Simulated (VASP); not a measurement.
A run of VASP 6.6.1 is set up as follows.

Contents of INCAR:

```
  PREC = Accurate
  ENCUT = 520
  EDIFF = 1E-6
  ISMEAR = -1
  SIGMA = 0.05
  LREAL = False
  LASPH = True
  NELM = 100
  ALGO = Normal
  ISIF = 2
  LWAVE = False
  LCHARG = False
  GGA = B5
  ALDAX = 1.0
  AGGAX = 1.0
  AGGAC = 1.0
  ALDAC = 0.0
  NBANDS = 16
```

The input KPOINTS:

```
Automatic mesh
0
Gamma
  10 10 6
```

POSCAR

```
AlN
1.0
    3.0921067530      0.0000000000      0.0000000000
   -1.5460533765      2.6778429994      0.0000000000
    0.0000000000      0.0000000000      4.9475694625
Al N
2 2
Direct
    0.6666666667      0.3333333333      0.5000000000
    0.3333333333      0.6666666667      0.0000000000
    0.6666666667      0.3333333333      0.8800000000
    0.3333333333      0.6666666667      0.3800000000
```

Potentials or basis: VASP PAW PBE potentials, release 64 (Al, N).

The run is started by

```console
$ cat potpaw_PBE.64/Al/POTCAR potpaw_PBE.64/N/POTCAR > POTCAR
$ mpirun -np 1 vasp_std > vasp.out
```

Estimate the largest force.

0.131 eV/Å.

What does it give for the pressure?

11.6 GPa.

Forces in eV/Å, atoms in the order of the input:
```
Al   0.000  0.000 -0.131
Al   0.000  0.000 -0.131
N    0.000  0.000  0.131
N    0.000  0.000  0.131
```

Caveat: the PAW data sets were made with another functional, which shifts forces and pressure a little.
